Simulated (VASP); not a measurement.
# Sb (P6_3/mmc) in VASP: further runs

Sb is run at these levels: PBEsol; tasks: single point.

Program: VASP 6.6.1. These are calculated values, not measurements. Logs are shortened: lines on timing, memory, paths and dates and some standing lists are left out, and cuts for length are marked.

### Step 1. The cell of the first run

The structure is hexagonal, space group P6_3/mmc (No. 194). The conventional cell has a = 3.369 Å, b = 3.369 Å, c = 5.330 Å, α = 90.00°, β = 90.00°, γ = 120.00°. Sb (site symmetry -6m2) has 12 Sb at 3.30 to 3.37 Å within 4.3 Å.

### Step 2. Single point, PBEsol

Contents of INCAR:

```
  ALGO = Normal
  EDIFF = 1E-7
  ENCUT = 520
  GGA = PS
  ISIF = 2
  ISMEAR = 0
  LASPH = T
  LCHARG = T
  LELF = T
  LREAL = F
  LVHAR = T
  LWAVE = F
  NBANDS = 12
  NELM = 60
  PREC = Accurate
  SIGMA = 0.15
```

Contents of KPOINTS:

```
k-points
0
Gamma
  18 18 10
```

Contents of POSCAR:

```
Sb
1.0
    3.3690001795      0.0000000000      0.0000000000
   -1.6845000898      2.9176397408      0.0000000000
    0.0000000000      0.0000000000      5.3300000000
Sb
2
Direct
    0.3333333333      0.6666666667      0.2500000000
    0.6666666667      0.3333333333      0.7500000000
```

Potentials or basis: VASP PAW PBE potentials, release 64 (Sb).

On the command line:

```
$ cat potpaw_PBE.64/Sb/POTCAR > POTCAR
$ mpirun -np 1 vasp_std > vasp.out
```

OUTCAR:

```text
EDIFF = 1E-7
   ENCUT = 520
   GGA = PS
   ISIF = 2
   ISMEAR = 0
   LASPH = T
   LREAL = F
   NELM = 60
   PREC = Accurate

 ion  position               nearest neighbor table
   1  0.333  0.667  0.250-   2 3.30   2 3.30   2 3.30   2 3.30   2 3.30   2 3.30
   2  0.667  0.333  0.750-   1 3.30   1 3.30   1 3.30   1 3.30   1 3.30   1 3.30

  LATTYP: Found a hexagonal cell.
 ALAT       =     3.3690001795
 C/A-ratio  =     1.5820717471

  Lattice vectors:

 A1 = (   3.3690001795,   0.0000000000,   0.0000000000)
 A2 = (  -1.6845000898,   2.9176397408,   0.0000000000)
 A3 = (   0.0000000000,   0.0000000000,   5.3300000000)

Analysis of symmetry for initial positions (statically):
=====================================================================
 Subroutine PRICEL returns:
 Original cell was already a primitive cell.

 Routine SETGRP: Setting up the symmetry group for a
 hexagonal supercell.

 Subroutine GETGRP returns: Found 24 space group operations
 (whereof 12 operations were pure point group operations)
 out of a pool of 24 trial point group operations.

The static configuration has the point symmetry D_3d.
 The point group associated with its full space group is D_6h.

Analysis of symmetry for dynamics (positions and initial velocities):
=====================================================================
 Subroutine PRICEL returns:
 Original cell was already a primitive cell.

 Routine SETGRP: Setting up the symmetry group for a
 hexagonal supercell.

 Subroutine GETGRP returns: Found 24 space group operations
 (whereof 12 operations were pure point group operations)
 out of a pool of 24 trial point group operations.

The dynamic configuration has the point symmetry D_3d.
 The point group associated with its full space group is D_6h.

 Subroutine INISYM returns: Found 24 space group operations
 (whereof 12 operations are pure point group operations),
 and found     1 'primitive' translations

----------------------------------------------------------------------------------------

                                     Primitive cell

  volume of cell :      52.3914

  direct lattice vectors                    reciprocal lattice vectors
     3.369000179  0.000000000  0.000000000     0.296823968  0.171371398  0.000000000
    -1.684500090  2.917639741  0.000000000     0.000000000  0.342742795  0.000000000
     0.000000000  0.000000000  5.330000000     0.000000000  0.000000000  0.187617261

  length of vectors
     3.369000179  3.369000180  5.330000000     0.342742795  0.342742795  0.187617261

  position of ions in fractional coordinates (direct lattice)
     0.333333333  0.666666667  0.250000000
     0.666666667  0.333333333  0.750000000

  ion indices of the primitive-cell ions
   primitive index   ion index
                 1           1
                 2           2

----------------------------------------------------------------------------------------

 KPOINTS: k-points

Automatic generation of k-mesh.
 Grid dimensions read from file:
 generate k-points for:   18   18   10

 Generating k-lattice:

  Cartesian coordinates                     Fractional coordinates (reciprocal lattice)
     0.016490220  0.009520633  0.000000000     0.055555556 -0.000000000  0.000000000
     0.000000000  0.019041266  0.000000000     0.000000000  0.055555556  0.000000000
     0.000000000  0.000000000  0.018761726     0.000000000  0.000000000  0.100000000

  Length of vectors
     0.019041266  0.019041266  0.018761726

  Shift w.r.t. Gamma in fractional coordinates (k-lattice)
     0.000000000  0.000000000  0.000000000

 Subroutine IBZKPT returns following result:
 ===========================================

 Found    222 irreducible k-points:

 Following reciprocal coordinates:
            Coordinates               Weight
  0.000000  0.000000  0.000000      1.000000
  0.055556  0.000000  0.000000      6.000000
  0.111111  0.000000  0.000000      6.000000
  0.166667  0.000000  0.000000      6.000000
  0.222222 -0.000000  0.000000      6.000000
  0.277778  0.000000  0.000000      6.000000
[... 16 lines left out ...]
  0.333333  0.111111  0.000000     12.000000
  0.388889  0.111111  0.000000     12.000000
 [... further k-points ...]
   k-points           NKPTS =    222   k-points in BZ     NKDIM =    222   number of bands    NBANDS=     12
   number of dos      NEDOS =    301   number of ions     NIONS =      2
   total plane-waves  NPLWV =  31360
   dimension x,y,z NGX =    28 NGY =   28 NGZ =   40
   dimension x,y,z NGXF=    56 NGYF=   56 NGZF=   80
   ions per type =               2
   NGX,Y,Z   is equivalent  to a cutoff of  13.82, 13.82, 12.48 a.u.
   NGXF,Y,Z  is equivalent  to a cutoff of  27.63, 27.63, 24.95 a.u.
 SYSTEM =  unknown system
   PREC   = accura    normal or accurate (medium, high low for compatibility)
   ISTART =      0    job   : 0-new  1-cont  2-samecut
   ICHARG =      2    charge: 1-file 2-atom 10-const
   ISPIN  =      1    spin polarized calculation?
   LNONCOLLINEAR =      F non collinear calculations
   LSORBIT =      F    spin-orbit coupling
   LASPH  =      T    aspherical Exc in radial PAW
   ENCUT  =  520.0 eV  38.22 Ry    6.18 a.u.   6.26  6.26  9.91*2*pi/ulx,y,z
   NELM   =     60;   NELMIN=  2; NELMDL= -5     # of ELM steps
   EDIFF  = 0.1E-06   stopping-criterion for ELM
   LREAL  =      F    real-space projection
   EDIFFG = 0.1E-05   stopping-criterion for IOM
   NSW    =      0    number of steps for IOM
   IBRION =     -1    ionic relax: 0-MD 1-quasi-New 2-CG
   NFREE  =      0    steps in history (QN), initial steepest desc. (CG)
   ISIF   =      2    stress and relaxation
   ISYM   =      2    0-nonsym 1-usesym 2-fastsym
   POTIM  = 0.5000    time-step for ionic-motion
   TEBEG  =    0.0;   TEEND  =   0.0 temperature during run
   PSTRESS=    0.0 pullay stress
   NELECT =      10.0000    total number of electrons
   NUPDOWN=      -1.0000    fix difference up-down
   EMIN   =  10.00;   EMAX   =-10.00  energy-range for DOS
   EFERMI =   0.00;   METHOD = LEGACY
   ISMEAR =     0;   SIGMA  =   0.15  broadening in eV -4-tet -1-fermi 0-gaus
   EFERMI_NEDOS =   21; number of points for ismear=-14 and -15
   IALGO  =     38    algorithm
   IMIX   =      4    mixing-type and parameters
     AMIX     =   0.40;   BMIX     =  1.00
     AMIX_MAG =   1.60;   BMIX_MAG =  1.00
  volume/ion in A,a.u.               =      26.20       176.78
  Fermi-wavevector in a.u.,A,eV,Ry     =   0.942587  1.781231 12.088376  0.888471
  Thomas-Fermi vector in A             =   2.070211
   LORBIT       =      0    0 simple, 1 ext, 2 COOP (PROOUT), +10 PAW based schemes
   GGA     = PS    functional components
   LHFCALC =     F    Hartree Fock is set to
   AEXX    =    0.0000 exact exchange contribution
   IVDW    =     0    specifies the selected vdW correction
   LEPSILON=     F    determine dielectric tensor
   LRPA    =     F    only Hartree local field effects (RPA)
 non-spin polarized calculation
 Gauss-broadening in eV      SIGMA  =   0.15
  energy-cutoff  :      520.00
  volume of cell :       52.39
 maximum number of plane-waves:      1448
 NGX is ok and might be reduce to    28
   NGX = 13   NGY = 13   NGZ = 19

 number of electron      10.0000000 magnetization

 Free energy of the ion-electron system (eV)
  ---------------------------------------------------
  ext. energy  EPLUGINS =         0.00000000
  ---------------------------------------------------
  free energy    TOTEN  =        -8.67697792 eV

  energy without entropy =       -8.66099381  energy(sigma->0) =       -8.66898587

 E-fermi :   8.7138     XC(G=0): -10.4510

 val. band max:        8.7019327013   @ k =   0.2778   0.2778   0.0000
 cond. band min:       8.7177576462   @ k =   0.1111   0.1111   0.2000
 fundamental gap:      0.0158249449
 Fermi energy:         8.7137619598

 k-point     1 :       0.0000    0.0000    0.0000
  band No.  band energies     occupation
      1      -4.4206      2.00000
      2      -0.1904      2.00000
      3       2.7920      2.00000
      4      12.0777      0.00000
      5      12.0777      0.00000
      6      13.8766      0.00000
      7      13.8766      0.00000
      8      14.8106      0.00000
      9      16.1599      0.00000
     10      17.5646      0.00000
     11      18.6667      0.00000
     12      18.6667      0.00000

 k-point     2 :       0.0556    0.0000    0.0000
  band No.  band energies     occupation
      1      -4.3663      2.00000
      2      -0.1436      2.00000
      3       2.8490      2.00000
      4      11.4692      0.00000
      5      11.8508      0.00000
      6      13.5898      0.00000
      7      13.9672      0.00000
      8      14.7153      0.00000
      9      16.5220      0.00000
     10      17.3864      0.00000
     11      18.6441      0.00000
     12      18.8769      0.00000

 k-point     3 :       0.1111    0.0000    0.0000
  band No.  band energies     occupation
      1      -4.2034      2.00000
      2      -0.0051      2.00000
      3       3.0193      2.00000
      4      10.1924      0.00000
      5      11.3492      0.00000
      6      12.8257      0.00000
      7      14.0408      0.00000
      8      14.3938      0.00000
      9      16.2649      0.00000
     10      17.7046      0.00000
     11      18.7388      0.00000
     12      18.7923      0.00000
[... 286 lines left out ...]
 k-point    23 :       0.3333    0.1111    0.0000
  band No.  band energies     occupation
      1      -1.7143      2.00000
      2       1.2486      2.00000
      3       4.5295      2.00000
      4       5.5650      2.00000
      5       6.9093      2.00000
      6       8.2822      1.99995
      7       9.8177      0.00000
      8      11.5009      0.00000
      9      14.7957      0.00000
     10      14.8628      0.00000
     11      19.0294      0.00000
     12      19.5093      0.00000

 k-point    24 :       0.3889    0.1111    0.0000
  band No.  band energies     occupation
      1      -1.0660      2.00000
      2       0.9184      2.00000
      3       4.4556      2.00000
      4       6.1922      2.00000
      5       6.3238      2.00000
      6       7.8222      2.00000
      7       8.9772      0.01302
      8      11.3373      0.00000
      9      14.6408      0.00000
     10      14.6672      0.00000
     11      18.9769      0.00000
     12      19.5700      0.00000

 [... further k-points ...]
[... 5 lines left out ...]
  --------------------------------------------------------------------------------------
  -------------------------------------------------------------------------------------
  Total       -0.2065811     -0.2065811      0.3215360      0.0000000      0.0000000      0.0000000
  in kB       -6.3174432     -6.3174432      9.8328698      0.0000000      0.0000000      0.0000000
  external PRESSURE =      -0.9340056 kB  Pullay stress =       0.0000000 kB

 VOLUME and BASIS-vectors are now :
 -----------------------------------------------------------------------------
  energy-cutoff  :      520.00
  volume of cell :       52.39
      direct lattice vectors                 reciprocal lattice vectors
     3.369000179  0.000000000  0.000000000     0.296823968  0.171371398  0.000000000
    -1.684500090  2.917639741  0.000000000     0.000000000  0.342742795  0.000000000
     0.000000000  0.000000000  5.330000000     0.000000000  0.000000000  0.187617261

 POSITION                                       TOTAL-FORCE (eV/Angst)
 -----------------------------------------------------------------------------------
     -0.00000      1.94509      1.33250        -0.000000      0.000000      0.000000
      1.68450      0.97255      3.99750         0.000000     -0.000000      0.000000
 -----------------------------------------------------------------------------------
    total drift:                               -0.000000      0.000000      0.000000

  FREE ENERGIE OF THE ION-ELECTRON SYSTEM (eV)
  ---------------------------------------------------
  free  energy   TOTEN  =        -8.6769779238 eV

  energy  without entropy=       -8.6609938121  energy(sigma->0) =       -8.66898587
```

Wall time 55 s (1 thread of Intel Xeon Platinum 8488C (Sapphire Rapids), shared host); peak memory 0.26 GiB.

What came out:

```yaml
Free_energy: -8.6770 eV
Pressure: -0.1 GPa
Band_gap_on_the_k_mesh: zero (band 5 reaches 12.98 eV, above the bottom of band 6 at 5.41 eV)
```

Stress tensor (GPa, compression positive):
```
-0.63  0.00  0.00
 0.00 -0.63  0.00
 0.00  0.00  0.98
```

Levels at points of the mesh, in eV from the Fermi level:
```csv
k point,band 2,band 3,band 4,band 5,band 6,band 7,band 8,band 9
"(0.00, 0.00, 0.00)",-8.90,-5.92,3.36,3.36,5.16,5.16,6.10,7.45
"(0.50, 0.00, 0.00)",-8.17,-4.21,-2.87,-2.37,-0.17,0.15,3.82,4.26
"(0.00, 0.00, 0.50)",-11.81,-0.40,-0.40,4.26,4.26,4.26,4.26,8.46
"(0.50, 0.00, 0.50)",-8.59,-5.47,-5.47,1.51,1.51,2.07,2.07,5.80
```

Caveat: the PAW data sets were made with another functional, which shifts forces and pressure a little; spin-orbit coupling is left out, which moves the levels of the heavy elements.

### Step 3. Single point, PBEsol

Contents of INCAR:

```
SYSTEM = Sb
PREC     = Accurate       ! precision mode
ENCUT    = 520            ! plane-wave cutoff, eV
EDIFF    = 1E-6           ! SCF threshold, eV
ISMEAR   = 0              ! smearing method
SIGMA    = 0.15           ! smearing width, eV
LREAL    = .FALSE.        ! projectors in reciprocal space
LASPH    = .TRUE.         ! aspherical terms in the spheres
NELM     = 80             ! most SCF steps
ALGO     = Normal         ! electronic algorithm
ISIF     = 2              ! what is computed and relaxed
LWAVE    = .FALSE.        ! write WAVECAR
LCHARG   = .FALSE.        ! write CHGCAR
GGA      = PS             ! functional
NBANDS   = 12             ! bands
```

Contents of KPOINTS:

```
regular mesh
0
G
  18 18 10
  0 0 0
```

POSCAR is that of step 2.

Potentials or basis: VASP PAW PBE potentials, release 64 (Sb).

On the command line:

```
$ cat potpaw_PBE.64/Sb/POTCAR > POTCAR
$ mpirun -np 1 vasp_std > vasp.out
```

Run time: 42 s. Hardware: 1 thread of Intel Xeon Platinum 8488C (Sapphire Rapids), shared host; peak memory 0.26 GiB.

The run converged. Its results:

```yaml
Free_energy: -8.6770 eV
Pressure: -0.1 GPa
Band_gap_on_the_k_mesh: zero (band 5 reaches 12.98 eV, above the bottom of band 6 at 5.41 eV)
```

Stress tensor (GPa, compression positive):
```
-0.64  0.00  0.00
 0.00 -0.64  0.00
 0.00  0.00  0.98
```

Levels at points of the mesh, in eV from the Fermi level:
```tsv
k point	band 3	band 4	band 5	band 6	band 7	band 8
(0.00, 0.00, 0.00)	-5.92	3.36	3.36	5.16	5.16	6.10
(0.50, 0.00, 0.00)	-4.21	-2.87	-2.37	-0.17	0.15	3.82
(0.00, 0.00, 0.50)	-0.40	-0.40	4.26	4.26	4.26	4.26
(0.50, 0.00, 0.50)	-5.47	-5.47	1.51	1.51	2.07	2.07
```

Caveat: the PAW data sets were made with another functional, which shifts forces and pressure a little; spin-orbit coupling is left out, which moves the levels of the heavy elements.
